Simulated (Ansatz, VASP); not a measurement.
BaF2: VASP beside Ansatz

INCAR

```
SYSTEM = BaF2
ALGO = Normal ; EDIFF = 1E-7
EDIFFG = -0.005 ; ENCUT = 600
GGA = PS ; GGA_COMPAT = .False.
IBRION = 2 ; ISIF = 3
ISMEAR = 0 ; LASPH = .True.
LCHARG = .False. ; LREAL = .False.
LWAVE = .False. ; NELM = 120
NELMIN = 4 ; NSW = 70
PREC = Accurate ; SIGMA = 0.02
```

The input KPOINTS:

```
k-points
0
Gamma
  6 6 6
  0 0 0
```

The input POSCAR:

```
BaF2
1.0
    0.0000000000      3.1230009549      3.1230009549
    3.1230009549      0.0000000000      3.1230009549
    3.1230009549      3.1230009549      0.0000000000
Ba F
1 2
Direct
    0.0000000000      0.0000000000      0.0000000000
    0.2500000000      0.2500000000      0.2500000000
    0.7500000000      0.7500000000      0.7500000000
```

Input for Ansatz:

```yaml
crystal:
  lattice:
    - [0.0, 3.1230009549, 3.1230009549]
    - [3.1230009549, 0.0, 3.1230009549]
    - [3.1230009549, 3.1230009549, 0.0]
  atoms:
    - { symbol: Ba, position: [0.0, 0.0, 0.0] }
    - { symbol: F, position: [0.25, 0.25, 0.25] }
    - { symbol: F, position: [0.75, 0.75, 0.75] }
basis:
  ecutwfc: 420
kpoints:
  mp_grid: { grid: [6, 6, 6] }
hamiltonian:
  xc: pbesol
scf:
  occupations: { method: gaussian, width: 0.02 }
output:
  forces: true
  stress: true
  eigenvalues: true
relax:
  adjacent_minimum: "off"
  f_tol: 0.005
  max_steps: 50
  cell: { stress_tol: 0.05 }
```

Alike in both runs: task relaxation of cell and atoms; functional PBEsol; k mesh 6 × 6 × 6; occupations gaussian, width 0.02 eV; no spin polarisation.

|  | VASP | Ansatz |
| --- | --- | --- |
| version | VASP 6.6.1 | Ansatz 0.2.0 |
| potentials or method | VASP PAW PBE potentials, release 64 (Ba_sv, F), cutoff 600 eV | scalar-relativistic, plane waves, PAW |
| valence electrons in the cell | 24 | 24 |

VASP gave:

```
gap on the k mesh at the Fermi level, each at its own relaxed structure (eV) : 6.69
relaxed volume (Å³/atom)                                                     : 19.63
relaxed cell length with the largest relative difference (Å)                 : 4.367
```

Task: What did Ansatz give for the same quantities?

Result: gap on the k mesh at the Fermi level, each at its own relaxed structure (eV): 6.86; relaxed volume (Å³/atom): 19.27; relaxed cell length with the largest relative difference (Å): 4.340.

VASP's potentials were made for PBE, not for PBEsol.

Spin-orbit coupling is off throughout.
